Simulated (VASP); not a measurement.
**K: single point with r2SCAN**

K:

```xyz
1
Lattice="-2.6699 2.6699 2.6699 2.6699 -2.6699 2.6699 2.6699 2.6699 -2.6699" Properties=species:S:1:pos:R:3 pbc="T T T"
K     0.0000    0.0000    0.0000
```

| Quantity | Value |
| --- | --- |
| Program | VASP 6.6.1 |
| Task | single point |
| Functional | r2SCAN |
| Potentials or basis | VASP PAW PBE potentials, release 64 (K_sv) |
| Cutoff | 520 eV |
| k mesh | 8 × 8 × 8 |
| Occupations | methfessel-paxton, width 0.03 eV |
| Spin | no spin polarisation |
| Dipole correction | no |
| Further INCAR settings | ALGO = Normal; EDIFF = 1e-07; NBANDS = 10 |

* Pressure: 0.0 GPa
* Band gap on the k mesh: zero (an odd number of electrons rules out a gap without spin polarisation)

Levels at points of the mesh, in eV from the Fermi level:
```csv
k point,band 1,band 2,band 3,band 4,band 5,band 6,band 7,band 8
"(0.00, 0.00, 0.00)",-33.78,-16.45,-16.45,-16.45,-2.35,4.62,4.62,4.62
"(0.50, 0.00, 0.00)",-33.77,-16.51,-16.47,-16.45,0.47,0.52,3.38,5.26
"(0.50, 0.50, 0.50)",-33.77,-16.49,-16.49,-16.49,1.70,1.70,3.58,3.58
```

Run time: 2.9 min on 1 thread of Intel Xeon 8259CL (shared host), peak memory 0.21 GiB.

Caveat: the PAW data sets were made with another functional, which shifts forces and pressure a little.
